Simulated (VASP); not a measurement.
# Al (R-3m) in VASP: further runs, part 2 of 2

VASP 6.6.1. Earlier steps stand in the parts before.

## 3. Single point, PBEsol

This run uses another cell than the first one, of the same volume but with other edges.

Contents of INCAR:

```
PREC = Accurate
ENCUT = 520
EDIFF = 1E-6
ISMEAR = 0
SIGMA = 0.15
LREAL = F
LASPH = T
NELM = 60
ALGO = Fast
ISIF = 2
LWAVE = F
LCHARG = F
GGA = PS
NBANDS = 8
```

Contents of KPOINTS:

```
Automatic mesh
0
Gamma
  28 28 28
```

Contents of POSCAR:

```
Al
1.0
   -1.4109358488      1.6124981129      1.6124981129
    1.6124981129     -1.4109358488      1.6124981129
    1.6124981129      1.6124981129     -1.4109358488
Al
1
Direct
    0.0000000000      0.0000000000      0.0000000000
```

Potentials or basis: VASP PAW PBE potentials, release 64 (Al).

The run is started by

```
$ cat potpaw_PBE.64/Al/POTCAR > POTCAR
$ mpirun -np 1 vasp_std > vasp.out
```

OUTCAR:

```text
PREC = Accurate
   ENCUT = 520
   EDIFF = 1E-6
   ISMEAR = 0
   LREAL = F
   LASPH = T
   NELM = 60
   ISIF = 2
   GGA = PS

 ion  position               nearest neighbor table
   1  0.000  0.000  0.000-

  LATTYP: Found a trigonal (rhomboedric) cell.
 ALAT       =     2.6816115113
 COS(alpha) =    -0.2711864407

  Lattice vectors:

 A1 = (  -1.4109358488,   1.6124981129,   1.6124981129)
 A2 = (   1.6124981129,  -1.4109358488,   1.6124981129)
[... 443 lines left out ...]
      7      28.0106      0.00000
      8      28.7879      0.00000

 [... further k-points ...]

------------------------ aborting loop because EDIFF is reached ----------------------------------------

  FORCE on cell =-STRESS in cart. coord.  units (eV):
  Direction    XX          YY          ZZ          XY          YZ          ZX
  --------------------------------------------------------------------------------------
  -------------------------------------------------------------------------------------
  Total        0.3352487      0.3352487      0.3352487     -0.3987899     -0.3987899     -0.3987899
  in kB       32.3910421     32.3910421     32.3910421    -38.5302653    -38.5302653    -38.5302653
  external PRESSURE =      32.3910421 kB  Pullay stress =       0.0000000 kB

 VOLUME and BASIS-vectors are now :
 -----------------------------------------------------------------------------
  energy-cutoff  :      520.00
  volume of cell :       16.58
      direct lattice vectors                 reciprocal lattice vectors
    -1.410935849  1.612498113  1.612498113    -0.036749971  0.293999770  0.293999770
     1.612498113 -1.410935849  1.612498113     0.293999770 -0.036749971  0.293999770
     1.612498113  1.612498113 -1.410935849     0.293999770  0.293999770 -0.036749971

 POSITION                                       TOTAL-FORCE (eV/Angst)
 -----------------------------------------------------------------------------------
      0.00000      0.00000      0.00000         0.000000     -0.000000      0.000000
 -----------------------------------------------------------------------------------
    total drift:                                0.000000      0.000000     -0.000000

  FREE ENERGIE OF THE ION-ELECTRON SYSTEM (eV)
  ---------------------------------------------------
  free  energy   TOTEN  =        -3.9159530032 eV

  energy  without entropy=       -3.9109026379  energy(sigma->0) =       -3.91342782
```

OSZICAR:

```text
N       E                     dE             d eps       ncg     rms          rms(c)
DAV:   1    -0.255500578737E+01   -0.25550E+01   -0.85442E+02 32816   0.203E+02
DAV:   2    -0.393577412170E+01   -0.13808E+01   -0.13301E+01 46192   0.186E+01
DAV:   3    -0.394260528017E+01   -0.68312E-02   -0.68250E-02 40256   0.144E+00
DAV:   4    -0.394262446736E+01   -0.19187E-04   -0.19187E-04 48176   0.680E-02
DAV:   5    -0.394262453909E+01   -0.71730E-07   -0.72199E-07 40976   0.272E-03    0.138E+00
RMM:   6    -0.392655086911E+01    0.16074E-01   -0.12181E-03 32736   0.168E-01    0.796E-01
RMM:   7    -0.391593272961E+01    0.10618E-01   -0.36178E-03 38316   0.286E-01    0.129E-01
RMM:   8    -0.391595040963E+01   -0.17680E-04   -0.24499E-04 36690   0.919E-02    0.292E-02
RMM:   9    -0.391595417973E+01   -0.37701E-05   -0.32543E-05 37260   0.365E-02    0.159E-02
RMM:  10    -0.391595226576E+01    0.19140E-05   -0.51068E-06 37538   0.131E-02    0.482E-02
RMM:  11    -0.391595300315E+01   -0.73739E-06   -0.10160E-06 31300   0.627E-03
   1 F= -.39159530E+01 E0= -.39134278E+01  d E =-.505037E-02
```

stdout:

```text
POSCAR found type information on POSCAR Al
 POSCAR found :  1 types and       1 ions
 scaLAPACK will be used
 -----------------------------------------------------------------------------
|                                                                             |
|                                                                             |
|     You enforced a specific xc type in the INCAR file but a different       |
|     I HOPE YOU KNOW WHAT YOU ARE DOING!                                     |
|                                                                             |
 -----------------------------------------------------------------------------

 LDA part: xc-table for (Slater+PW92), standard interpolation
 POSCAR, INCAR and KPOINTS ok, starting setup
 FFT: planning ... GRIDC
 FFT: planning ... GRID_SOFT
 FFT: planning ... GRID
 WAVECAR not read
 entering main loop
```

Run time: 1.7 min. Hardware: 1 thread of Intel Xeon Platinum 8488C (Sapphire Rapids), shared host; peak memory 0.32 GiB.

Results:

| Property | Result |
| --- | --- |
| Free energy | -3.9160 eV |
| Pressure | 3.2 GPa |
| Band gap on the k mesh | zero (an odd number of electrons rules out a gap without spin polarisation) |

Stress tensor (GPa, compression positive):
```
 3.24 -3.85 -3.85
-3.85  3.24 -3.85
-3.85 -3.85  3.24
```

Levels at points of the mesh, in eV from the Fermi level:
| k point | band 1 | band 2 | band 3 | band 4 | band 5 | band 6 |
| --- | --- | --- | --- | --- | --- | --- |
| (0.00, 0.00, 0.00) | -11.04 | 11.24 | 11.24 | 12.15 | 13.68 | 13.68 |
| (0.50, 0.00, 0.00) | -4.77 | -4.71 | 8.78 | 9.61 | 10.88 | 12.65 |
| (0.50, 0.50, 0.00) | -3.63 | -2.65 | 5.08 | 6.30 | 11.98 | 12.46 |
| (0.50, 0.50, 0.50) | 1.58 | 1.58 | 3.13 | 3.20 | 3.20 | 5.76 |

Caveat: the cell stands under pressure; the PAW data sets were made with another functional, which shifts forces and pressure a little.

## 4. Single point, PBEsol

This run uses another cell than the first one, of the same volume but with other edges.

Contents of INCAR:

```
SYSTEM = Al
PREC = Accurate ; ENCUT = 520
EDIFF = 1E-6 ; ISMEAR = 0
SIGMA = 0.15 ; LREAL = .FALSE.
LASPH = .TRUE. ; NELM = 80
ALGO = Fast ; ISIF = 2
LWAVE = .FALSE. ; LCHARG = .FALSE.
GGA = PS ; NBANDS = 8
```

Contents of KPOINTS:

```
regular mesh
0
G
  28 28 28
  0 0 0
```

Contents of POSCAR:

```
Al
1.0
   -1.0319401602      1.6600776491      1.6600776491
    1.6600776491     -1.0319401602      1.6600776491
    1.6600776491      1.6600776491     -1.0319401602
Al
1
Direct
    0.0000000000      0.0000000000      0.0000000000
```

The run is started by

```
$ cat potpaw_PBE.64/Al/POTCAR > POTCAR
$ mpirun -np 1 vasp_std > vasp.out
```

Run time: 88 s. Hardware: 1 thread of Intel Xeon Platinum 8488C (Sapphire Rapids), shared host; peak memory 0.32 GiB.

It converged, with:

```
Free energy            : -3.6241 eV
Pressure               : 13.6 GPa
Band gap on the k mesh : zero (an odd number of electrons rules out a gap without spin polarisation)
```

Stress tensor (GPa, compression positive):
```
13.60 -3.08 -3.08
-3.08 13.60 -3.08
-3.08 -3.08 13.60
```

Levels at points of the mesh, in eV from the Fermi level:
| k point | band 1 | band 2 | band 3 | band 4 | band 5 | band 6 | band 7 |
| --- | --- | --- | --- | --- | --- | --- | --- |
| (0.00, 0.00, 0.00) | -10.90 | 8.62 | 8.62 | 10.42 | 10.96 | 10.96 | 17.37 |
| (0.50, 0.00, 0.00) | -5.56 | -5.01 | 10.73 | 13.60 | 14.01 | 14.87 | 16.86 |
| (0.50, 0.50, 0.00) | -1.81 | -0.31 | 0.57 | 2.40 | 17.34 | 17.71 | 17.84 |
| (0.50, 0.50, 0.50) | 2.46 | 2.46 | 4.57 | 4.57 | 4.82 | 6.61 | 11.06 |

Caveat: the cell stands under pressure; the PAW data sets were made with another functional, which shifts forces and pressure a little.

## 5. Summary

```tsv
cell	gap on the mesh (eV)	pressure (GPa)
a = 2.892 Å, angles 112.1°, 1 atom	none	3.6
a = 2.682 Å, angles 105.7°, 1 atom	none	3.2
a = 2.564 Å, angles 95.9°, 1 atom	none	13.6
```

Alike in all rows: task single point; level PBEsol; potentials or basis VASP PAW PBE potentials, release 64 (Al); no spin polarisation; k mesh 28 × 28 × 28; cutoff (eV) 520; smearing gaussian 0.15 eV.

Caveats: the cell stands under pressure; the PAW data sets were made with another functional, which shifts forces and pressure a little.

Total energies depend on the potentials used, so only differences within one code and one set of settings carry meaning.
